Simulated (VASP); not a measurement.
# In (Fm-3m) in VASP: notebook, part 2 of 3

VASP 6.6.1. The steps go on from the part before.

### 3 Single point, LDA (volume scaled by 0.88)

Contents of INCAR:

```
SYSTEM = In
ALGO = Normal
EDIFF = 1E-7
ENCUT = 520
ISIF = 2
ISMEAR = -1
LASPH = .TRUE.
LCHARG = .FALSE.
LREAL = .FALSE.
LWAVE = .FALSE.
NBANDS = 12
NELM = 60
PREC = Accurate
SIGMA = 0.1
```

Contents of KPOINTS:

```
k-points
0
G
  13 13 13
  0 0 0
```

Contents of POSCAR:

```
In
1.0
    0.0000000000      2.2110465309      2.2110465309
    2.2110465309      0.0000000000      2.2110465309
    2.2110465309      2.2110465309      0.0000000000
In
1
Direct
    0.0000000000      0.0000000000      0.0000000000
```

Potentials or basis: VASP PAW LDA potentials, release 64 (In_d).

Command:

```
cat potpaw_LDA.64/In_d/POTCAR > POTCAR
mpirun -np 1 vasp_std > vasp.out
```

OUTCAR:

```text
SYSTEM = In
   EDIFF = 1E-7
   ENCUT = 520
   ISIF = 2
   ISMEAR = -1
   LASPH = .TRUE.
   LREAL = .FALSE.
   NELM = 60
   PREC = Accurate

 ion  position               nearest neighbor table
   1  0.000  0.000  0.000-

  LATTYP: Found a face centered cubic cell.
 ALAT       =     4.4220930618

  Lattice vectors:

 A1 = (   0.0000000000,   2.2110465309,   2.2110465309)
 A2 = (   2.2110465309,   0.0000000000,   2.2110465309)
 A3 = (   2.2110465309,   2.2110465309,   0.0000000000)

Analysis of symmetry for initial positions (statically):
=====================================================================
 Subroutine PRICEL returns:
 Original cell was already a primitive cell.

 Routine SETGRP: Setting up the symmetry group for a
 face centered cubic supercell.

 Subroutine GETGRP returns: Found 48 space group operations
 (whereof 48 operations were pure point group operations)
 out of a pool of 48 trial point group operations.

The static configuration has the point symmetry O_h .

Analysis of symmetry for dynamics (positions and initial velocities):
=====================================================================
 Subroutine PRICEL returns:
 Original cell was already a primitive cell.

 Routine SETGRP: Setting up the symmetry group for a
 face centered cubic supercell.

 Subroutine GETGRP returns: Found 48 space group operations
 (whereof 48 operations were pure point group operations)
 out of a pool of 48 trial point group operations.

The dynamic configuration has the point symmetry O_h .

 Subroutine INISYM returns: Found 48 space group operations
 (whereof 48 operations are pure point group operations),
 and found     1 'primitive' translations

----------------------------------------------------------------------------------------

                                     Primitive cell

  volume of cell :      21.6184

  direct lattice vectors                    reciprocal lattice vectors
     0.000000000  2.211046531  2.211046531    -0.226137258  0.226137258  0.226137258
     2.211046531  0.000000000  2.211046531     0.226137258 -0.226137258  0.226137258
     2.211046531  2.211046531  0.000000000     0.226137258  0.226137258 -0.226137258

  length of vectors
     3.126891991  3.126891991  3.126891991     0.391681220  0.391681220  0.391681220

  position of ions in fractional coordinates (direct lattice)
     0.000000000  0.000000000  0.000000000

  ion indices of the primitive-cell ions
   primitive index   ion index
                 1           1

----------------------------------------------------------------------------------------

 KPOINTS: k-points

Automatic generation of k-mesh.
 Grid dimensions read from file:
 generate k-points for:   13   13   13

 Generating k-lattice:

  Cartesian coordinates                     Fractional coordinates (reciprocal lattice)
    -0.017395174  0.017395174  0.017395174     0.076923077  0.000000000  0.000000000
     0.017395174 -0.017395174  0.017395174     0.000000000  0.076923077  0.000000000
     0.017395174  0.017395174 -0.017395174     0.000000000  0.000000000  0.076923077

  Length of vectors
     0.030129325  0.030129325  0.030129325

  Shift w.r.t. Gamma in fractional coordinates (k-lattice)
     0.000000000  0.000000000  0.000000000

 Subroutine IBZKPT returns following result:
 ===========================================

 Found     84 irreducible k-points:

 Following reciprocal coordinates:
            Coordinates               Weight
  0.000000  0.000000  0.000000      1.000000
  0.076923  0.000000  0.000000      8.000000
  0.153846  0.000000  0.000000      8.000000
  0.230769  0.000000  0.000000      8.000000
  0.307692  0.000000  0.000000      8.000000
  0.384615  0.000000  0.000000      8.000000
[... 16 lines left out ...]
  0.384615  0.153846  0.000000     24.000000
  0.461538  0.153846  0.000000     24.000000
 [... further k-points ...]
   k-points           NKPTS =     84   k-points in BZ     NKDIM =     84   number of bands    NBANDS=     12
   number of dos      NEDOS =    301   number of ions     NIONS =      1
   total plane-waves  NPLWV =  13824
   dimension x,y,z NGX =    24 NGY =   24 NGZ =   24
   dimension x,y,z NGXF=    48 NGYF=   48 NGZF=   48
   ions per type =               1
   NGX,Y,Z   is equivalent  to a cutoff of  12.76, 12.76, 12.76 a.u.
   NGXF,Y,Z  is equivalent  to a cutoff of  25.52, 25.52, 25.52 a.u.
 SYSTEM =  In
   PREC   = accura    normal or accurate (medium, high low for compatibility)
   ISTART =      0    job   : 0-new  1-cont  2-samecut
   ICHARG =      2    charge: 1-file 2-atom 10-const
   ISPIN  =      1    spin polarized calculation?
   LNONCOLLINEAR =      F non collinear calculations
   LSORBIT =      F    spin-orbit coupling
   LASPH  =      T    aspherical Exc in radial PAW
   ENCUT  =  520.0 eV  38.22 Ry    6.18 a.u.   5.81  5.81  5.81*2*pi/ulx,y,z
   NELM   =     60;   NELMIN=  2; NELMDL= -5     # of ELM steps
   EDIFF  = 0.1E-06   stopping-criterion for ELM
   LREAL  =      F    real-space projection
   EDIFFG = 0.1E-05   stopping-criterion for IOM
   NSW    =      0    number of steps for IOM
   IBRION =     -1    ionic relax: 0-MD 1-quasi-New 2-CG
   NFREE  =      0    steps in history (QN), initial steepest desc. (CG)
   ISIF   =      2    stress and relaxation
   ISYM   =      2    0-nonsym 1-usesym 2-fastsym
   POTIM  = 0.5000    time-step for ionic-motion
   TEBEG  =    0.0;   TEEND  =   0.0 temperature during run
   PSTRESS=    0.0 pullay stress
   NELECT =      13.0000    total number of electrons
   NUPDOWN=      -1.0000    fix difference up-down
   EMIN   =  10.00;   EMAX   =-10.00  energy-range for DOS
   EFERMI =   0.00;   METHOD = LEGACY
   ISMEAR =    -1;   SIGMA  =   0.10  broadening in eV -4-tet -1-fermi 0-gaus
   EFERMI_NEDOS =   21; number of points for ismear=-14 and -15
   IALGO  =     38    algorithm
   IMIX   =      4    mixing-type and parameters
     AMIX     =   0.40;   BMIX     =  1.00
     AMIX_MAG =   1.60;   BMIX_MAG =  1.00
  volume/ion in A,a.u.               =      21.62       145.89
  Fermi-wavevector in a.u.,A,eV,Ry     =   1.381809  2.611241 25.978917  1.909397
  Thomas-Fermi vector in A             =   2.506559
   LORBIT       =      0    0 simple, 1 ext, 2 COOP (PROOUT), +10 PAW based schemes
   GGA     = CA    functional components
   LHFCALC =     F    Hartree Fock is set to
   AEXX    =    0.0000 exact exchange contribution
   IVDW    =     0    specifies the selected vdW correction
   LEPSILON=     F    determine dielectric tensor
   LRPA    =     F    only Hartree local field effects (RPA)
 non-spin polarized calculation
  energy-cutoff  :      520.00
  volume of cell :       21.62
 maximum number of plane-waves:       592
   NGX = 11   NGY = 11   NGZ = 11

 number of electron      13.0000008 magnetization

 Free energy of the ion-electron system (eV)
  ---------------------------------------------------
  ext. energy  EPLUGINS =         0.00000000
  ---------------------------------------------------
  free energy    TOTEN  =        -3.14467471 eV

  energy without entropy =       -3.13130871  energy(sigma->0) =       -3.13799171

 E-fermi :   9.7012     XC(G=0): -11.4683

 val. band max:        9.6536610810   @ k =  -0.3846   0.3846   0.0000
 cond. band min:       9.7233801783   @ k =   0.4615   0.2308   0.0000
 fundamental gap:      0.0697190973
 Fermi energy:         9.7011825596

 k-point     1 :       0.0000    0.0000    0.0000
  band No.  band energies     occupation
      1      -5.2159      2.00000
      2      -5.2159      2.00000
      3      -5.2159      2.00000
      4      -4.9251      2.00000
      5      -4.9251      2.00000
      6      -1.3942      2.00000
      7      21.5606      0.00000
      8      21.8376      0.00000
      9      21.8376      0.00000
     10      21.8376      0.00000
     11      25.3947      0.00000
     12      25.3947      0.00000

 k-point     2 :       0.0769    0.0000    0.0000
  band No.  band energies     occupation
      1      -5.2208      2.00000
      2      -5.1993      2.00000
      3      -5.1993      2.00000
      4      -4.9277      2.00000
      5      -4.9277      2.00000
      6      -1.2437      2.00000
      7      19.8887      0.00000
      8      21.5860      0.00000
      9      21.5860      0.00000
     10      21.6397      0.00000
     11      25.8160      0.00000
     12      25.8160      0.00000
[... 316 lines left out ...]
 k-point    24 :       0.4615    0.1538    0.0000
  band No.  band energies     occupation
      1      -5.3479      2.00000
      2      -5.1919      2.00000
      3      -5.0811      2.00000
      4      -4.8523      2.00000
      5      -4.6654      2.00000
      6       3.6254      2.00000
      7       8.3428      2.00000
      8      16.4170      0.00000
      9      17.2757      0.00000
     10      19.5827      0.00000
     11      26.4577      0.00000
     12      26.6145      0.00000

 [... further k-points ...]
[... 5 lines left out ...]
  --------------------------------------------------------------------------------------
  -------------------------------------------------------------------------------------
  Total        1.2420171      1.2420171      1.2420171     -0.0000000      0.0000000      0.0000000
  in kB       92.0480334     92.0480334     92.0480334     -0.0000000      0.0000000      0.0000000
  external PRESSURE =      92.0480334 kB  Pullay stress =       0.0000000 kB

 VOLUME and BASIS-vectors are now :
 -----------------------------------------------------------------------------
  energy-cutoff  :      520.00
  volume of cell :       21.62
      direct lattice vectors                 reciprocal lattice vectors
     0.000000000  2.211046531  2.211046531    -0.226137258  0.226137258  0.226137258
     2.211046531  0.000000000  2.211046531     0.226137258 -0.226137258  0.226137258
     2.211046531  2.211046531  0.000000000     0.226137258  0.226137258 -0.226137258

 POSITION                                       TOTAL-FORCE (eV/Angst)
 -----------------------------------------------------------------------------------
      0.00000      0.00000      0.00000         0.000000      0.000000      0.000000
 -----------------------------------------------------------------------------------
    total drift:                               -0.000000      0.000000      0.000000

  FREE ENERGIE OF THE ION-ELECTRON SYSTEM (eV)
  ---------------------------------------------------
  free  energy   TOTEN  =        -3.1446747072 eV

  energy  without entropy=       -3.1313087061  energy(sigma->0) =       -3.13799171
```

stdout:

```text
POSCAR found type information on POSCAR In
 POSCAR found :  1 types and       1 ions
 scaLAPACK will be used
 LDA part: xc-table for (Slater(with rela. corr.)+CA(PZ))
 , standard interpolation
 POSCAR, INCAR and KPOINTS ok, starting setup
 FFT: planning ... GRIDC
 FFT: planning ... GRID_SOFT
 FFT: planning ... GRID
 WAVECAR not read
 entering main loop
```

Run time: 8.9 s. Hardware: 1 thread of Intel Xeon Platinum 8259CL at 2.50GHz (Skylake/Cascade Lake), shared host; peak memory 0.14 GiB.

Results:

```yaml
Free_energy: -3.1447 eV
Pressure: 9.2 GPa
```

Caveat: spin-orbit coupling is left out, which moves the levels of the heavy elements.

### 4 Single point, LDA (volume scaled by 0.92)

Contents of INCAR:

```
ALGO = Normal
EDIFF = 1E-6
ENCUT = 520
GGA = CA
ISIF = 2
ISMEAR = -1
LASPH = T
LCHARG = F
LREAL = F
LWAVE = F
NBANDS = 12
NELM = 80
PREC = Accurate
SIGMA = 0.1
```

Contents of KPOINTS:

```
k-points
0
Gamma
  13 13 13
```

Contents of POSCAR:

```
In
1.0
    0.0000000000      2.2440520914      2.2440520914
    2.2440520914      0.0000000000      2.2440520914
    2.2440520914      2.2440520914      0.0000000000
In
1
Direct
    0.0000000000      0.0000000000      0.0000000000
```

Potentials or basis: VASP PAW LDA potentials, release 64 (In_d).

Command:

```
cat potpaw_LDA.64/In_d/POTCAR > POTCAR
mpirun -np 1 vasp_std > vasp.out
```

OUTCAR:

```text
EDIFF = 1E-6
   ENCUT = 520
   GGA = CA
   ISIF = 2
   ISMEAR = -1
   LASPH = T
   LREAL = F
   NELM = 80
   PREC = Accurate

 ion  position               nearest neighbor table
   1  0.000  0.000  0.000-

  LATTYP: Found a face centered cubic cell.
 ALAT       =     4.4881041828

  Lattice vectors:

 A1 = (   0.0000000000,   2.2440520914,   2.2440520914)
 A2 = (   2.2440520914,   0.0000000000,   2.2440520914)
 A3 = (   2.2440520914,   2.2440520914,   0.0000000000)

Analysis of symmetry for initial positions (statically):
=====================================================================
 Subroutine PRICEL returns:
 Original cell was already a primitive cell.

 Routine SETGRP: Setting up the symmetry group for a
 face centered cubic supercell.

 Subroutine GETGRP returns: Found 48 space group operations
 (whereof 48 operations were pure point group operations)
 out of a pool of 48 trial point group operations.

The static configuration has the point symmetry O_h .

Analysis of symmetry for dynamics (positions and initial velocities):
=====================================================================
 Subroutine PRICEL returns:
 Original cell was already a primitive cell.

 Routine SETGRP: Setting up the symmetry group for a
 face centered cubic supercell.

 Subroutine GETGRP returns: Found 48 space group operations
 (whereof 48 operations were pure point group operations)
 out of a pool of 48 trial point group operations.

The dynamic configuration has the point symmetry O_h .

 Subroutine INISYM returns: Found 48 space group operations
 (whereof 48 operations are pure point group operations),
 and found     1 'primitive' translations

----------------------------------------------------------------------------------------

                                     Primitive cell

  volume of cell :      22.6011

  direct lattice vectors                    reciprocal lattice vectors
[... 105 lines left out ...]
     AMIX_MAG =   1.60;   BMIX_MAG =  1.00
  volume/ion in A,a.u.               =      22.60       152.52
  Fermi-wavevector in a.u.,A,eV,Ry     =   1.361485  2.572835 25.220340  1.853643
  Thomas-Fermi vector in A             =   2.488057
   LORBIT       =      0    0 simple, 1 ext, 2 COOP (PROOUT), +10 PAW based schemes
   GGA     = CA    functional components
   LHFCALC =     F    Hartree Fock is set to
   AEXX    =    0.0000 exact exchange contribution
   IVDW    =     0    specifies the selected vdW correction
   LEPSILON=     F    determine dielectric tensor
   LRPA    =     F    only Hartree local field effects (RPA)
 non-spin polarized calculation
  energy-cutoff  :      520.00
  volume of cell :       22.60
 maximum number of plane-waves:       620
   NGX = 11   NGY = 11   NGZ = 11

 number of electron      13.0000000 magnetization

 Free energy of the ion-electron system (eV)
  ---------------------------------------------------
  ext. energy  EPLUGINS =         0.00000000
  ---------------------------------------------------
  free energy    TOTEN  =        -3.18978086 eV

  energy without entropy =       -3.17676253  energy(sigma->0) =       -3.18327170

 E-fermi :   9.0876     XC(G=0): -11.2429

 val. band max:        9.0865399246   @ k =  -0.3846   0.3846   0.0000
 cond. band min:       9.0986438055   @ k =   0.4615   0.2308   0.0000
 fundamental gap:      0.0121038809
 Fermi energy:         9.0876362714

 k-point     1 :       0.0000    0.0000    0.0000
  band No.  band energies     occupation
      1      -5.7362      2.00000
      2      -5.7362      2.00000
      3      -5.7362      2.00000
      4      -5.4771      2.00000
      5      -5.4771      2.00000
      6      -1.6348      2.00000
      7      20.8224      0.00000
      8      20.8224      0.00000
      9      20.8224      0.00000
     10      20.8995      0.00000
     11      24.3640      0.00000
     12      24.3640      0.00000
[... 331 lines left out ...]
 k-point    24 :       0.4615    0.1538    0.0000
  band No.  band energies     occupation
      1      -5.8465      2.00000
      2      -5.7105      2.00000
      3      -5.6145      2.00000
      4      -5.4073      2.00000
      5      -5.2440      2.00000
      6       3.1889      2.00000
      7       7.7662      2.00000
      8      15.5679      0.00000
      9      16.4291      0.00000
     10      18.8067      0.00000
     11      25.4453      0.00000
     12      25.6033      0.00000

 [... further k-points ...]
[... 5 lines left out ...]
  --------------------------------------------------------------------------------------
  -------------------------------------------------------------------------------------
  Total        0.7662828      0.7662828      0.7662828     -0.0000000     -0.0000000     -0.0000000
  in kB       54.3213900     54.3213900     54.3213900     -0.0000000     -0.0000000     -0.0000000
  external PRESSURE =      54.3213900 kB  Pullay stress =       0.0000000 kB

 VOLUME and BASIS-vectors are now :
 -----------------------------------------------------------------------------
  energy-cutoff  :      520.00
  volume of cell :       22.60
      direct lattice vectors                 reciprocal lattice vectors
     0.000000000  2.244052091  2.244052091    -0.222811227  0.222811227  0.222811227
     2.244052091  0.000000000  2.244052091     0.222811227 -0.222811227  0.222811227
     2.244052091  2.244052091  0.000000000     0.222811227  0.222811227 -0.222811227

 POSITION                                       TOTAL-FORCE (eV/Angst)
 -----------------------------------------------------------------------------------
      0.00000      0.00000      0.00000         0.000000      0.000000      0.000000
 -----------------------------------------------------------------------------------
    total drift:                               -0.000000      0.000000     -0.000000

  FREE ENERGIE OF THE ION-ELECTRON SYSTEM (eV)
  ---------------------------------------------------
  free  energy   TOTEN  =        -3.1897808618 eV

  energy  without entropy=       -3.1767625339  energy(sigma->0) =       -3.18327170
```

Wall time 8.6 s (1 thread of Intel Xeon Platinum 8259CL at 2.50GHz (Skylake/Cascade Lake), shared host); peak memory 0.14 GiB.

What came out:

| Item | Value |
| --- | --- |
| Free energy | -3.1898 eV |
| Pressure | 5.4 GPa |

Levels at points of the mesh, in eV from the Fermi level:
| k point | band 4 | band 5 | band 6 | band 7 | band 8 | band 9 |
| --- | --- | --- | --- | --- | --- | --- |
| (0.00, 0.00, 0.00) | -14.56 | -14.56 | -10.72 | 11.73 | 11.73 | 11.73 |

Caveat: spin-orbit coupling is left out, which moves the levels of the heavy elements.

(Continued in part 3 of 3.)
